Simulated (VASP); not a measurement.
# CdS (Hawleyite) (F-43m) in VASP: a series of runs

The runs below take CdS (Hawleyite) through single point, with LDA.

All numbers are computed with VASP 6.6.1; they aren't measurements. Logs are shortened: lines on timing, memory, paths and dates and some standing lists are left out, and cuts for length are marked.

### 1 The cell of the first run

Symmetry: F-43m, No. 216, cubic system. Conventional cell: a = 5.754 Å, b = 5.754 Å, c = 5.754 Å, α = 90.00°, β = 90.00°, γ = 90.00°. Within 3.3 Å of Cd (site symmetry -43m) lie 4 S at 2.49 Å. S (site symmetry -43m) has 4 Cd at 2.49 Å within 3.3 Å.

### 2 Single point, LDA (volume scaled by 0.96)

Input file INCAR:

```
SYSTEM = CdS
  PREC = Accurate
  ENCUT = 520
  EDIFF = 1E-6
  ISMEAR = -1
  SIGMA = 0.05
  LREAL = .False.
  LASPH = .True.
  NELM = 100
  ALGO = Normal
  ISIF = 2
  LWAVE = .False.
  LCHARG = .True.
  LELF = .True.
  LVHAR = .True.
  NBANDS = 16
```

Input file KPOINTS:

```
regular mesh
0
Gamma
  8 8 8
  0 0 0
```

Input file POSCAR:

```
CdS
1.0
    0.0000000000      2.8770830059      2.8770830059
    2.8770830059      0.0000000000      2.8770830059
    2.8770830059      2.8770830059      0.0000000000
Cd S
1 1
Direct
    0.0000000000      0.0000000000      0.0000000000
    0.7500000000      0.7500000000      0.7500000000
```

Potentials or basis: VASP PAW LDA potentials, release 64 (Cd, S).

Started as:

```
> cat potpaw_LDA.64/Cd/POTCAR potpaw_LDA.64/S/POTCAR > POTCAR
> mpirun -np 1 vasp_std > vasp.out
```

OUTCAR:

```text
SYSTEM = CdS
   PREC = Accurate
   ENCUT = 520
   EDIFF = 1E-6
   ISMEAR = -1
   LREAL = .False.
   LASPH = .True.
   NELM = 100
   ISIF = 2

 ion  position               nearest neighbor table
   1  0.000  0.000  0.000-   2 2.49   2 2.49   2 2.49   2 2.49
   2  0.750  0.750  0.750-   1 2.49   1 2.49   1 2.49   1 2.49

  LATTYP: Found a face centered cubic cell.
 ALAT       =     5.7541660118

  Lattice vectors:

 A1 = (   0.0000000000,   2.8770830059,   2.8770830059)
 A2 = (   2.8770830059,   0.0000000000,   2.8770830059)
 A3 = (   2.8770830059,   2.8770830059,   0.0000000000)

Analysis of symmetry for initial positions (statically):
=====================================================================
 Subroutine PRICEL returns:
 Original cell was already a primitive cell.

 Routine SETGRP: Setting up the symmetry group for a
 face centered cubic supercell.

 Subroutine GETGRP returns: Found 24 space group operations
 (whereof 24 operations were pure point group operations)
 out of a pool of 48 trial point group operations.

The static configuration has the point symmetry T_d .

Analysis of symmetry for dynamics (positions and initial velocities):
=====================================================================
 Subroutine PRICEL returns:
 Original cell was already a primitive cell.

 Routine SETGRP: Setting up the symmetry group for a
 face centered cubic supercell.

 Subroutine GETGRP returns: Found 24 space group operations
 (whereof 24 operations were pure point group operations)
 out of a pool of 48 trial point group operations.

The dynamic configuration has the point symmetry T_d .

 Subroutine INISYM returns: Found 24 space group operations
 (whereof 24 operations are pure point group operations),
 and found     1 'primitive' translations

----------------------------------------------------------------------------------------

                                     Primitive cell

  volume of cell :      47.6307

  direct lattice vectors                    reciprocal lattice vectors
     0.000000000  2.877083006  2.877083006    -0.173787131  0.173787131  0.173787131
     2.877083006  0.000000000  2.877083006     0.173787131 -0.173787131  0.173787131
     2.877083006  2.877083006  0.000000000     0.173787131  0.173787131 -0.173787131

  length of vectors
     4.068809807  4.068809807  4.068809807     0.301008140  0.301008140  0.301008140

  position of ions in fractional coordinates (direct lattice)
     0.000000000  0.000000000  0.000000000
     0.750000000  0.750000000  0.750000000

  ion indices of the primitive-cell ions
   primitive index   ion index
                 1           1
                 2           2

----------------------------------------------------------------------------------------

 KPOINTS: regular mesh

Automatic generation of k-mesh.
 Grid dimensions read from file:
 generate k-points for:    8    8    8

 Generating k-lattice:

  Cartesian coordinates                     Fractional coordinates (reciprocal lattice)
    -0.021723391  0.021723391  0.021723391     0.125000000  0.000000000  0.000000000
     0.021723391 -0.021723391  0.021723391     0.000000000  0.125000000  0.000000000
     0.021723391  0.021723391 -0.021723391     0.000000000  0.000000000  0.125000000

  Length of vectors
     0.037626017  0.037626017  0.037626017

  Shift w.r.t. Gamma in fractional coordinates (k-lattice)
     0.000000000  0.000000000  0.000000000

 Subroutine IBZKPT returns following result:
 ===========================================

 Found     29 irreducible k-points:

 Following reciprocal coordinates:
            Coordinates               Weight
  0.000000  0.000000  0.000000      1.000000
  0.125000  0.000000  0.000000      8.000000
  0.250000  0.000000  0.000000      8.000000
  0.375000  0.000000  0.000000      8.000000
  0.500000  0.000000  0.000000      4.000000
  0.125000  0.125000  0.000000      6.000000
[... 16 lines left out ...]
  0.500000  0.250000  0.125000     48.000000
 -0.375000  0.250000  0.125000     24.000000
 [... further k-points ...]
   k-points           NKPTS =     29   k-points in BZ     NKDIM =     29   number of bands    NBANDS=     16
   number of dos      NEDOS =    301   number of ions     NIONS =      2
   total plane-waves  NPLWV =  27000
   dimension x,y,z NGX =    30 NGY =   30 NGZ =   30
   dimension x,y,z NGXF=    60 NGYF=   60 NGZF=   60
   ions per type =               1   1
   NGX,Y,Z   is equivalent  to a cutoff of  12.26, 12.26, 12.26 a.u.
   NGXF,Y,Z  is equivalent  to a cutoff of  24.52, 24.52, 24.52 a.u.
 SYSTEM =  CdS
   PREC   = accura    normal or accurate (medium, high low for compatibility)
   ISTART =      0    job   : 0-new  1-cont  2-samecut
   ICHARG =      2    charge: 1-file 2-atom 10-const
   ISPIN  =      1    spin polarized calculation?
   LNONCOLLINEAR =      F non collinear calculations
   LSORBIT =      F    spin-orbit coupling
   LASPH  =      T    aspherical Exc in radial PAW
   ENCUT  =  520.0 eV  38.22 Ry    6.18 a.u.   7.57  7.57  7.57*2*pi/ulx,y,z
   NELM   =    100;   NELMIN=  2; NELMDL= -5     # of ELM steps
   EDIFF  = 0.1E-05   stopping-criterion for ELM
   LREAL  =      F    real-space projection
   EDIFFG = 0.1E-04   stopping-criterion for IOM
   NSW    =      0    number of steps for IOM
   IBRION =     -1    ionic relax: 0-MD 1-quasi-New 2-CG
   NFREE  =      0    steps in history (QN), initial steepest desc. (CG)
   ISIF   =      2    stress and relaxation
   ISYM   =      2    0-nonsym 1-usesym 2-fastsym
   POTIM  = 0.5000    time-step for ionic-motion
   TEBEG  =    0.0;   TEEND  =   0.0 temperature during run
   PSTRESS=    0.0 pullay stress
   NELECT =      18.0000    total number of electrons
   NUPDOWN=      -1.0000    fix difference up-down
   EMIN   =  10.00;   EMAX   =-10.00  energy-range for DOS
   EFERMI =   0.00;   METHOD = LEGACY
   ISMEAR =    -1;   SIGMA  =   0.05  broadening in eV -4-tet -1-fermi 0-gaus
   EFERMI_NEDOS =   21; number of points for ismear=-14 and -15
   IALGO  =     38    algorithm
   IMIX   =      4    mixing-type and parameters
     AMIX     =   0.40;   BMIX     =  1.00
     AMIX_MAG =   1.60;   BMIX_MAG =  1.00
  volume/ion in A,a.u.               =      23.82       160.71
  Fermi-wavevector in a.u.,A,eV,Ry     =   1.183595  2.236671 19.060376  1.400898
  Thomas-Fermi vector in A             =   2.319827
   LORBIT       =      0    0 simple, 1 ext, 2 COOP (PROOUT), +10 PAW based schemes
   GGA     = CA    functional components
   LHFCALC =     F    Hartree Fock is set to
   AEXX    =    0.0000 exact exchange contribution
   IVDW    =     0    specifies the selected vdW correction
   LEPSILON=     F    determine dielectric tensor
   LRPA    =     F    only Hartree local field effects (RPA)
 non-spin polarized calculation
  energy-cutoff  :      520.00
  volume of cell :       47.63
 maximum number of plane-waves:      1303
   NGX = 15   NGY = 15   NGZ = 15

 number of electron      18.0000007 magnetization

 Free energy of the ion-electron system (eV)
  ---------------------------------------------------
  ext. energy  EPLUGINS =         0.00000000
  ---------------------------------------------------
  free energy    TOTEN  =        -7.40647476 eV

  energy without entropy =       -7.40647425  energy(sigma->0) =       -7.40647451

 E-fermi :   2.0211     XC(G=0):  -9.7727

 val. band max:        1.4947639776   @ k =   0.0000   0.0000   0.0000
 cond. band min:       2.4746656732   @ k =   0.0000   0.0000   0.0000
 fundamental gap:      0.9799016955
 Fermi energy:         2.0211383954

 k-point     1 :       0.0000    0.0000    0.0000
  band No.  band energies     occupation
      1     -11.1242      2.00000
      2      -6.4486      2.00000
      3      -6.4486      2.00000
      4      -6.4486      2.00000
      5      -5.9061      2.00000
      6      -5.9061      2.00000
[... 8 lines left out ...]
     15      13.0000      0.00000
     16      13.0000      0.00000

 k-point     2 :       0.1250    0.0000    0.0000
  band No.  band energies     occupation
      1     -11.0538      2.00000
      2      -6.4233      2.00000
      3      -6.4233      2.00000
      4      -6.3955      2.00000
      5      -5.9076      2.00000
      6      -5.9076      2.00000
[... 8 lines left out ...]
     15      12.3257      0.00000
     16      13.3327      0.00000

 k-point     3 :       0.2500    0.0000    0.0000
  band No.  band energies     occupation
      1     -10.8825      2.00000
      2      -6.3688      2.00000
      3      -6.3688      2.00000
      4      -6.1949      2.00000
      5      -5.9020      2.00000
      6      -5.9020      2.00000
[... 8 lines left out ...]
     15      12.0690      0.00000
     16      12.6076      0.00000

 k-point     4 :       0.3750    0.0000    0.0000
  band No.  band energies     occupation
      1     -10.7111      2.00000
      2      -6.3270      2.00000
      3      -6.3270      2.00000
      4      -5.8790      2.00000
      5      -5.8790      2.00000
      6      -5.7981      2.00000
[... 8 lines left out ...]
     15      12.9654      0.00000
     16      12.9654      0.00000

 k-point     5 :       0.5000    0.0000    0.0000
  band No.  band energies     occupation
      1     -10.6407      2.00000
      2      -6.3144      2.00000
      3      -6.3144      2.00000
      4      -5.8634      2.00000
      5      -5.8634      2.00000
      6      -5.4834      2.00000
[... 8 lines left out ...]
     15      14.0687      0.00000
     16      14.0687      0.00000

 k-point     6 :       0.1250    0.1250    0.0000
  band No.  band energies     occupation
      1     -11.0305      2.00000
      2      -6.4088      2.00000
      3      -6.3994      2.00000
      4      -6.3994      2.00000
      5      -5.9255      2.00000
      6      -5.8915      2.00000
[... 8 lines left out ...]
     15      13.0973      0.00000
     16      14.0807      0.00000
[... 267 lines left out ...]
 k-point    21 :       0.5000    0.5000    0.0000
  band No.  band energies     occupation
      1     -10.4920      2.00000
      2      -6.2308      2.00000
      3      -6.0543      2.00000
      4      -6.0543      2.00000
      5      -5.8056      2.00000
      6      -5.4163      2.00000
[... 8 lines left out ...]
     15      13.8564      0.00000
     16      15.0170      0.00000

 k-point    22 :       0.3750    0.2500    0.1250
  band No.  band energies     occupation
      1     -10.7567      2.00000
      2      -6.3132      2.00000
      3      -6.2824      2.00000
      4      -6.1184      2.00000
      5      -5.9040      2.00000
      6      -5.8408      2.00000
[... 8 lines left out ...]
     15      13.5082      0.00000
     16      15.3067      0.00000

 k-point    23 :       0.5000    0.2500    0.1250
  band No.  band energies     occupation
      1     -10.6222      2.00000
      2      -6.2733      2.00000
      3      -6.2422      2.00000
      4      -5.9908      2.00000
      5      -5.8692      2.00000
      6      -5.5967      2.00000
[... 8 lines left out ...]
     15      14.3109      0.00000
     16      14.6074      0.00000

 k-point    24 :      -0.3750    0.2500    0.1250
  band No.  band energies     occupation
      1     -10.5674      2.00000
      2      -6.2689      2.00000
      3      -6.2225      2.00000
      4      -5.9407      2.00000
      5      -5.8768      2.00000
      6      -5.3519      2.00000
[... 8 lines left out ...]
     15      13.7267      0.00000
     16      14.7070      0.00000

 [... further k-points ...]
[... 5 lines left out ...]
  --------------------------------------------------------------------------------------
  -------------------------------------------------------------------------------------
  Total        0.1913470      0.1913470      0.1913470     -0.0000000     -0.0000000      0.0000000
  in kB        6.4364308      6.4364308      6.4364308     -0.0000000     -0.0000000      0.0000000
  external PRESSURE =       6.4364308 kB  Pullay stress =       0.0000000 kB

 VOLUME and BASIS-vectors are now :
 -----------------------------------------------------------------------------
  energy-cutoff  :      520.00
  volume of cell :       47.63
      direct lattice vectors                 reciprocal lattice vectors
     0.000000000  2.877083006  2.877083006    -0.173787131  0.173787131  0.173787131
     2.877083006  0.000000000  2.877083006     0.173787131 -0.173787131  0.173787131
     2.877083006  2.877083006  0.000000000     0.173787131  0.173787131 -0.173787131

 POSITION                                       TOTAL-FORCE (eV/Angst)
 -----------------------------------------------------------------------------------
      0.00000      0.00000      0.00000        -0.000000     -0.000000     -0.000000
      4.31562      4.31562      4.31562         0.000000      0.000000      0.000000
 -----------------------------------------------------------------------------------
    total drift:                                0.000000      0.000000      0.000000

  FREE ENERGIE OF THE ION-ELECTRON SYSTEM (eV)
  ---------------------------------------------------
  free  energy   TOTEN  =        -7.4064747580 eV

  energy  without entropy=       -7.4064742528  energy(sigma->0) =       -7.40647451
```

Wall time 11 s (1 thread of Intel Xeon 6975P-C (Granite Rapids), shared host); peak memory 0.16 GiB.

What came out:

| Item | Value |
| --- | --- |
| Free energy | -7.4065 eV |
| Pressure | 0.6 GPa |
| Band gap on the k mesh | 0.98 eV, direct |

### 3 Single point, LDA (volume scaled by 0.98)

Input file INCAR:

```
PREC     = Accurate       # precision mode
ENCUT    = 520            # plane-wave cutoff, eV
EDIFF    = 1E-6           # SCF threshold, eV
ISMEAR   = -1             # smearing method
SIGMA    = 0.05           # smearing width, eV
LREAL    = F              # projectors in reciprocal space
LASPH    = T              # aspherical terms in the spheres
NELM     = 80             # most SCF steps
ALGO     = Normal         # electronic algorithm
ISIF     = 2              # what is computed and relaxed
LWAVE    = F              # write WAVECAR
LCHARG   = F              # write CHGCAR
GGA      = CA             # functional
NBANDS   = 16             # bands
```

Input file KPOINTS:

```
regular mesh
0
Gamma
  8 8 8
```

Input file POSCAR:

```
CdS
1.0
    0.0000000000      2.8969255847      2.8969255847
    2.8969255847      0.0000000000      2.8969255847
    2.8969255847      2.8969255847      0.0000000000
Cd S
1 1
Direct
    0.0000000000      0.0000000000      0.0000000000
    0.7500000000      0.7500000000      0.7500000000
```

Potentials or basis: VASP PAW LDA potentials, release 64 (Cd, S).

Started as:

```
> cat potpaw_LDA.64/Cd/POTCAR potpaw_LDA.64/S/POTCAR > POTCAR
> mpirun -np 1 vasp_std > vasp.out
```

OUTCAR:

```text
PREC = Accurate
   ENCUT = 520
   EDIFF = 1E-6
   ISMEAR = -1
   LREAL = F
   LASPH = T
   NELM = 80
   ISIF = 2
   GGA = CA

 ion  position               nearest neighbor table
   1  0.000  0.000  0.000-   2 2.51   2 2.51   2 2.51   2 2.51
   2  0.750  0.750  0.750-   1 2.51   1 2.51   1 2.51   1 2.51

  LATTYP: Found a face centered cubic cell.
 ALAT       =     5.7938511694

  Lattice vectors:

 A1 = (   0.0000000000,   2.8969255847,   2.8969255847)
 A2 = (   2.8969255847,   0.0000000000,   2.8969255847)
 A3 = (   2.8969255847,   2.8969255847,   0.0000000000)

Analysis of symmetry for initial positions (statically):
=====================================================================
 Subroutine PRICEL returns:
 Original cell was already a primitive cell.

 Routine SETGRP: Setting up the symmetry group for a
 face centered cubic supercell.

 Subroutine GETGRP returns: Found 24 space group operations
 (whereof 24 operations were pure point group operations)
 out of a pool of 48 trial point group operations.

The static configuration has the point symmetry T_d .
[... 157 lines left out ...]

  energy without entropy =       -7.40621502  energy(sigma->0) =       -7.40621541

 E-fermi :   1.8116     XC(G=0):  -9.6781

 val. band max:        1.3063566124   @ k =   0.0000   0.0000   0.0000
 cond. band min:       2.2422376049   @ k =   0.0000   0.0000   0.0000
 fundamental gap:      0.9358809925
 Fermi energy:         1.8116456879

 k-point     1 :       0.0000    0.0000    0.0000
  band No.  band energies     occupation
      1     -11.1773      2.00000
      2      -6.5505      2.00000
      3      -6.5505      2.00000
      4      -6.5505      2.00000
      5      -6.0377      2.00000
      6      -6.0377      2.00000
[... 433 lines left out ...]
      3      -6.3359      2.00000
      4      -6.0693      2.00000
      5      -6.0098      2.00000
      6      -5.5098      2.00000
[... 8 lines left out ...]
     15      13.4854      0.00000
     16      14.4517      0.00000

 [... further k-points ...]

------------------------ aborting loop because EDIFF is reached ----------------------------------------

  FORCE on cell =-STRESS in cart. coord.  units (eV):
  Direction    XX          YY          ZZ          XY          YZ          ZX
  --------------------------------------------------------------------------------------
  -------------------------------------------------------------------------------------
  Total       -0.2279700     -0.2279700     -0.2279700     -0.0000000     -0.0000000     -0.0000000
  in kB       -7.5118380     -7.5118380     -7.5118380     -0.0000000     -0.0000000     -0.0000000
  external PRESSURE =      -7.5118380 kB  Pullay stress =       0.0000000 kB

 VOLUME and BASIS-vectors are now :
 -----------------------------------------------------------------------------
  energy-cutoff  :      520.00
  volume of cell :       48.62
      direct lattice vectors                 reciprocal lattice vectors
     0.000000000  2.896925585  2.896925585    -0.172596770  0.172596770  0.172596770
     2.896925585  0.000000000  2.896925585     0.172596770 -0.172596770  0.172596770
     2.896925585  2.896925585  0.000000000     0.172596770  0.172596770 -0.172596770

 POSITION                                       TOTAL-FORCE (eV/Angst)
 -----------------------------------------------------------------------------------
      0.00000      0.00000      0.00000        -0.000000      0.000000      0.000000
      4.34539      4.34539      4.34539         0.000000     -0.000000     -0.000000
 -----------------------------------------------------------------------------------
    total drift:                                0.000000      0.000000      0.000000

  FREE ENERGIE OF THE ION-ELECTRON SYSTEM (eV)
  ---------------------------------------------------
  free  energy   TOTEN  =        -7.4062157932 eV

  energy  without entropy=       -7.4062150236  energy(sigma->0) =       -7.40621541
```

OSZICAR:

```text
N       E                     dE             d eps       ncg     rms          rms(c)
DAV:   1     0.110812290664E+03    0.11081E+03   -0.90019E+03   944   0.102E+03
DAV:   2    -0.360911091087E+01   -0.11442E+03   -0.10809E+03  1112   0.260E+02
DAV:   3    -0.789348193089E+01   -0.42844E+01   -0.42748E+01  1168   0.522E+01
DAV:   4    -0.792063618023E+01   -0.27154E-01   -0.27152E-01  1144   0.405E+00
DAV:   5    -0.792098775207E+01   -0.35157E-03   -0.35157E-03  1160   0.434E-01    0.846E+00
DAV:   6    -0.743814543754E+01    0.48284E+00   -0.77131E-01  1408   0.118E+01    0.667E+00
DAV:   7    -0.741175324170E+01    0.26392E-01   -0.15578E-01  1184   0.285E+00    0.309E+00
DAV:   8    -0.740663471696E+01    0.51185E-02   -0.16884E-02  1008   0.162E+00    0.242E-01
DAV:   9    -0.740621756962E+01    0.41715E-03   -0.18851E-03  1256   0.677E-01    0.509E-02
DAV:  10    -0.740620922558E+01    0.83440E-05   -0.16113E-04  1096   0.155E-01    0.554E-02
DAV:  11    -0.740622077558E+01   -0.11550E-04   -0.43889E-05  1160   0.638E-02    0.161E-02
DAV:  12    -0.740621563350E+01    0.51421E-05   -0.16611E-05  1416   0.546E-02    0.686E-03
DAV:  13    -0.740621579315E+01   -0.15966E-06   -0.14226E-06   912   0.808E-03
   1 F= -.74062158E+01 E0= -.74062154E+01  d E =-.769555E-06
```

Run time: 10 s. Hardware: 1 thread of Intel Xeon 6975P-C (Granite Rapids), shared host; peak memory 0.15 GiB.

Results:

* Free energy: -7.4062 eV
* Pressure: -0.8 GPa
* Band gap on the k mesh: 0.94 eV, direct

[end of part 1 of 2]
